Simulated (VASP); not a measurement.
# MgO (Pm-3m) in VASP: further runs, part 2 of 2

VASP 6.6.1.

### Step 3. Single point, PBE (volume scaled by 1.10)

INCAR reads:

```
PREC = Accurate
ENCUT = 520
EDIFF = 1E-6
ISMEAR = 0
SIGMA = 0.02
LREAL = False
LASPH = True
NELM = 100
ALGO = Normal
ISIF = 2
LWAVE = False
LCHARG = False
GGA = PE
NBANDS = 11
```

KPOINTS reads:

```
regular mesh
0
Gamma
  10 10 10
```

POSCAR reads:

```
MgO
1.0
    2.7456814787      0.0000000000      0.0000000000
    0.0000000000      2.7456814787      0.0000000000
    0.0000000000      0.0000000000      2.7456814787
Mg O
1 1
Direct
    0.0000000000      0.0000000000      0.0000000000
    0.5000000000      0.5000000000      0.5000000000
```

Potentials or basis: VASP PAW PBE potentials, release 64 (Mg, O).

Started as:

```sh
$ cat potpaw_PBE.64/Mg/POTCAR potpaw_PBE.64/O/POTCAR > POTCAR
$ mpirun -np 1 vasp_std > vasp.out
```

OUTCAR:

```text
PREC = Accurate
   ENCUT = 520
   EDIFF = 1E-6
   ISMEAR = 0
   LREAL = False
   LASPH = True
   NELM = 100
   ISIF = 2
   GGA = PE

 ion  position               nearest neighbor table
   1  0.000  0.000  0.000-   2 2.38   2 2.38   2 2.38   2 2.38   2 2.38   2 2.38   2 2.38   2 2.38

   2  0.500  0.500  0.500-   1 2.38   1 2.38   1 2.38   1 2.38   1 2.38   1 2.38   1 2.38   1 2.38

  LATTYP: Found a simple cubic cell.
 ALAT       =     2.7456814787

  Lattice vectors:

 A1 = (   2.7456814787,   0.0000000000,   0.0000000000)
 A2 = (   0.0000000000,   2.7456814787,   0.0000000000)
 A3 = (   0.0000000000,   0.0000000000,   2.7456814787)

Analysis of symmetry for initial positions (statically):
=====================================================================
 Subroutine PRICEL returns:
 Original cell was already a primitive cell.

 Routine SETGRP: Setting up the symmetry group for a
 simple cubic supercell.

 Subroutine GETGRP returns: Found 48 space group operations
 (whereof 48 operations were pure point group operations)
 out of a pool of 48 trial point group operations.

The static configuration has the point symmetry O_h .

Analysis of symmetry for dynamics (positions and initial velocities):
=====================================================================
 Subroutine PRICEL returns:
 Original cell was already a primitive cell.

 Routine SETGRP: Setting up the symmetry group for a
 simple cubic supercell.

 Subroutine GETGRP returns: Found 48 space group operations
 (whereof 48 operations were pure point group operations)
 out of a pool of 48 trial point group operations.

The dynamic configuration has the point symmetry O_h .

 Subroutine INISYM returns: Found 48 space group operations
 (whereof 48 operations are pure point group operations),
 and found     1 'primitive' translations

[... 120 lines left out ...]
   LHFCALC =     F    Hartree Fock is set to
   AEXX    =    0.0000 exact exchange contribution
   IVDW    =     0    specifies the selected vdW correction
   LEPSILON=     F    determine dielectric tensor
   LRPA    =     F    only Hartree local field effects (RPA)
 non-spin polarized calculation
 Gauss-broadening in eV      SIGMA  =   0.02
  energy-cutoff  :      520.00
  volume of cell :       20.70
 maximum number of plane-waves:       587
   NGX = 11   NGY = 11   NGZ = 11

 number of electron       7.9999997 magnetization

 Free energy of the ion-electron system (eV)
  ---------------------------------------------------
  ext. energy  EPLUGINS =         0.00000000
  ---------------------------------------------------
  free energy    TOTEN  =       -10.32576022 eV

  energy without entropy =      -10.32576022  energy(sigma->0) =      -10.32576022

 E-fermi :   4.0402     XC(G=0): -10.7357

 val. band max:        3.9274257870   @ k =   0.5000   0.5000   0.0000
 cond. band min:       5.4066146839   @ k =   0.0000   0.0000   0.0000
 fundamental gap:      1.4791888969
 Fermi energy:         4.0402430405

 k-point     1 :       0.0000    0.0000    0.0000
  band No.  band energies     occupation
      1     -13.7973      2.00000
      2       3.0536      2.00000
      3       3.0536      2.00000
      4       3.0536      2.00000
      5       5.4066      0.00000
      6      14.1106      0.00000
      7      14.1106      0.00000
      8      22.2680      0.00000
      9      22.2680      0.00000
     10      22.2680      0.00000
     11      29.7887      0.00000
[... 309 lines left out ...]
 k-point    24 :       0.3000    0.1000    0.1000
  band No.  band energies     occupation
      1     -13.0739      2.00000
      2      -0.3755      2.00000
      3       2.6943      2.00000
      4       2.9687      2.00000
      5       9.0282      0.00000
      6      13.6307      0.00000
      7      15.2503      0.00000
      8      20.3991      0.00000
      9      21.5930      0.00000
     10      24.1796      0.00000
     11      24.7300      0.00000

 [... further k-points ...]

------------------------ aborting loop because EDIFF is reached ----------------------------------------

  FORCE on cell =-STRESS in cart. coord.  units (eV):
  Direction    XX          YY          ZZ          XY          YZ          ZX
  --------------------------------------------------------------------------------------
  -------------------------------------------------------------------------------------
  Total       -1.4836069     -1.4836069     -1.4836069      0.0000000     -0.0000000      0.0000000
  in kB     -114.8362378   -114.8362378   -114.8362378      0.0000000     -0.0000000      0.0000000
  external PRESSURE =    -114.8362378 kB  Pullay stress =       0.0000000 kB

 VOLUME and BASIS-vectors are now :
 -----------------------------------------------------------------------------
  energy-cutoff  :      520.00
  volume of cell :       20.70
      direct lattice vectors                 reciprocal lattice vectors
     2.745681479  0.000000000  0.000000000     0.364208306  0.000000000  0.000000000
     0.000000000  2.745681479  0.000000000     0.000000000  0.364208306  0.000000000
     0.000000000  0.000000000  2.745681479     0.000000000  0.000000000  0.364208306

 POSITION                                       TOTAL-FORCE (eV/Angst)
 -----------------------------------------------------------------------------------
      0.00000      0.00000      0.00000         0.000000      0.000000      0.000000
      1.37284      1.37284      1.37284         0.000000      0.000000      0.000000
 -----------------------------------------------------------------------------------
    total drift:                                0.000000      0.000000      0.000000

  FREE ENERGIE OF THE ION-ELECTRON SYSTEM (eV)
  ---------------------------------------------------
  free  energy   TOTEN  =       -10.3257602162 eV

  energy  without entropy=      -10.3257602162  energy(sigma->0) =      -10.32576022
```

Run time: 8.2 s. Hardware: 1 thread of Intel Xeon 6975P-C (Granite Rapids), shared host; peak memory 0.13 GiB.

What came out:

```yaml
Free_energy: -10.3258 eV
Pressure: -11.5 GPa
Band_gap_on_the_k_mesh: 1.48 eV, indirect (least direct gap 2.35 eV)
```

Levels at points of the mesh, in eV from the valence-band top:
| k point | band 2 | band 3 | band 4 | band 5 | band 6 | band 7 |
| --- | --- | --- | --- | --- | --- | --- |
| (0.00, 0.00, 0.00) | -0.87 | -0.87 | -0.87 | 1.48 | 10.18 | 10.18 |
| (0.50, 0.00, 0.00) | -5.77 | -0.47 | -0.47 | 6.03 | 8.15 | 13.85 |
| (0.50, 0.50, 0.00) | -4.11 | -4.11 | 0.00 | 4.48 | 10.89 | 10.89 |
| (0.50, 0.50, 0.50) | -3.07 | -3.07 | -3.07 | 6.96 | 6.96 | 6.96 |

Caveat: the cell differs from its parent crystal (volume scaled by 1.10). A k mesh can miss the band edges.

### Step 4. Relaxation of cell and atoms, PBE

This run uses another cell than the first one, of 8.62 Å³/atom, 0.865 times its volume.

INCAR reads:

```
ALGO = Normal
EDIFF = 1E-7
EDIFFG = -0.05
ENCUT = 600
GGA = PE
IBRION = 2
ISIF = 3
ISMEAR = 0
LASPH = True
LCHARG = False
LREAL = False
LWAVE = False
NELM = 80
NSW = 100
PREC = Accurate
SIGMA = 0.1
```

KPOINTS reads:

```
k-points
0
Gamma
  8 8 8
```

POSCAR reads:

```
MgO
1.0
    2.5837245600      0.0000000000      0.0000000000
    0.0000000000      2.5837245600      0.0000000000
    0.0000000000      0.0000000000      2.5837245600
Mg O
1 1
Direct
    0.0000000000      0.0000000000      0.0000000000
    0.5000000000      0.5000000000      0.5000000000
```

Potentials or basis: VASP PAW PBE potentials, release 64 (Mg, O).

Started as:

```sh
$ cat potpaw_PBE.64/Mg/POTCAR potpaw_PBE.64/O/POTCAR > POTCAR
$ mpirun -np 1 vasp_std > vasp.out
```

OUTCAR:

```text
EDIFF = 1E-7
   EDIFFG = -0.05
   ENCUT = 600
   GGA = PE
   IBRION = 2
   ISIF = 3
   ISMEAR = 0
   LASPH = True
   LREAL = False
   NELM = 80
   NSW = 100
   PREC = Accurate

 ion  position               nearest neighbor table
   1  0.000  0.000  0.000-   2 2.24   2 2.24   2 2.24   2 2.24   2 2.24   2 2.24   2 2.24   2 2.24

   2  0.500  0.500  0.500-   1 2.24   1 2.24   1 2.24   1 2.24   1 2.24   1 2.24   1 2.24   1 2.24

  LATTYP: Found a simple cubic cell.
 ALAT       =     2.5837245600

  Lattice vectors:

 A1 = (   2.5837245600,   0.0000000000,   0.0000000000)
 A2 = (   0.0000000000,   2.5837245600,   0.0000000000)
 A3 = (   0.0000000000,   0.0000000000,   2.5837245600)

Analysis of symmetry for initial positions (statically):
=====================================================================
 Subroutine PRICEL returns:
 Original cell was already a primitive cell.

[... 261 lines left out ...]
  band No.  band energies     occupation
      1     -13.5550      2.00000
      2       3.8179      2.00000
      3       3.8179      2.00000
      4       3.8179      2.00000
      5       7.1009      0.00000
      6      15.2012      0.00000
      7      15.2012      0.00000
      8      24.7114      0.00000
[... 243 lines left out ...]
 k-point    24 :       0.5000    0.3750    0.1250
  band No.  band energies     occupation
      1     -11.5903      2.00000
      2       0.0372      2.00000
      3       0.8322      2.00000
      4       4.0821      2.00000
      5      10.6477      0.00000
      6      15.3261      0.00000
      7      15.8328      0.00000
      8      19.6565      0.00000

 [... further k-points ...]

------------------------ aborting loop because EDIFF is reached ----------------------------------------

  FORCE on cell =-STRESS in cart. coord.  units (eV):
  Direction    XX          YY          ZZ          XY          YZ          ZX
  --------------------------------------------------------------------------------------
  -------------------------------------------------------------------------------------
  Total        0.0049960      0.0049960      0.0049960      0.0000000     -0.0000000      0.0000000
  in kB        0.4280405      0.4280405      0.4280405      0.0000000     -0.0000000      0.0000000
  external PRESSURE =       0.4280405 kB  Pullay stress =       0.0000000 kB
[... 17 lines left out ...]
  FREE ENERGIE OF THE ION-ELECTRON SYSTEM (eV)
  ---------------------------------------------------
  free  energy   TOTEN  =       -10.3999054945 eV

  energy  without entropy=      -10.3999054945  energy(sigma->0) =      -10.39990549

 reached required accuracy - stopping structural energy minimisation
```

CONTCAR:

```text
MgO
   1.00000000000000
     2.6542939631479276    0.0000000000000000   -0.0000000000000000
    -0.0000000000000000    2.6542939631479276   -0.0000000000000000
     0.0000000000000000    0.0000000000000000    2.6542939631479276
  Mg              O
     1     1
Direct
     0.0000000000000000    0.0000000000000000    0.0000000000000000
     0.5000000000000000    0.5000000000000000    0.5000000000000000

  0.00000000E+00  0.00000000E+00  0.00000000E+00
  0.00000000E+00  0.00000000E+00  0.00000000E+00
```

It took 14 s on 1 thread of Intel Xeon 6975P-C (Granite Rapids), shared host; peak memory 0.15 GiB.

What came out:

```yaml
Free_energy: -10.3999 eV
Relaxed_volume: 9.35 Å³/atom
Relaxed_cell: a = 2.654 Å, b = 2.654 Å, c = 2.654 Å, α = 90.00°, β = 90.00°, γ = 90.00°
Space_group_after_relaxing_to_0.05_Å: Pm-3m (No. 221)
Energy_gained_by_relaxing: 28.4 meV/atom
Ionic_steps: 3
Pressure_after_relaxing: 0.0 GPa
Band_gap_on_the_k_mesh: 2.30 eV, indirect (least direct gap 3.28 eV)
```

The path:
```tsv
step	energy change (eV)	largest force (eV/Å)	pressure (GPa)	volume (Å³)
1	0.0000	0.0000	13.41	17.25
2	-0.0532	0.0000	-2.88	19.11
3	-0.0569	0.0000	0.04	18.70
```

Final structure:
```cif
data_structure
_symmetry_space_group_name_H-M 'P 1'
_symmetry_Int_Tables_number 1
_cell_length_a 2.6543
_cell_length_b 2.6543
_cell_length_c 2.6543
_cell_angle_alpha 90.000
_cell_angle_beta 90.000
_cell_angle_gamma 90.000
_cell_volume 18.70
loop_
_atom_site_label
_atom_site_type_symbol
_atom_site_fract_x
_atom_site_fract_y
_atom_site_fract_z
_atom_site_occupancy
Mg1 Mg 0.00000 0.00000 0.00000 1
O1 O 0.50000 0.50000 0.50000 1
```

Levels at points of the mesh, in eV from the valence-band top:
```
           k point  band 1  band 2  band 3  band 4  band 5  band 6  band 7  band 8
(0.00, 0.00, 0.00)  -18.35   -0.98   -0.98   -0.98    2.30   10.40   10.40   19.91
(0.50, 0.00, 0.00)  -17.19   -6.36   -0.54   -0.54    6.81    9.17   14.41   17.31
(0.50, 0.50, 0.00)  -16.36   -4.58   -4.58    0.00    4.86   11.92   11.92   13.16
(0.50, 0.50, 0.50)  -15.56   -3.51   -3.51   -3.51    7.38    7.38    7.38   15.87
```

A k mesh can miss the band edges. PBE gaps usually lie below the measured ones, often by a third to a half.

### Step 5. Summary

```tsv
task	cell	k mesh	cutoff (eV)	smearing	gap on the mesh (eV)	pressure (GPa)
single point	a = 2.712 Å, 2 atoms	10 × 10 × 10	520	gaussian 0.02 eV	1.76	-7.8
single point	a = 2.746 Å, 2 atoms	10 × 10 × 10	520	gaussian 0.02 eV	1.48	-11.5
relaxation of cell and atoms	relaxed from a = 2.584 Å, 2 atoms	8 × 8 × 8	600	gaussian 0.1 eV	2.30	0.0
```

Alike in all rows: level PBE; potentials or basis VASP PAW PBE potentials, release 64 (Mg, O); no spin polarisation.

Total energies depend on the potentials used, so only differences within one code and one set of settings carry meaning.
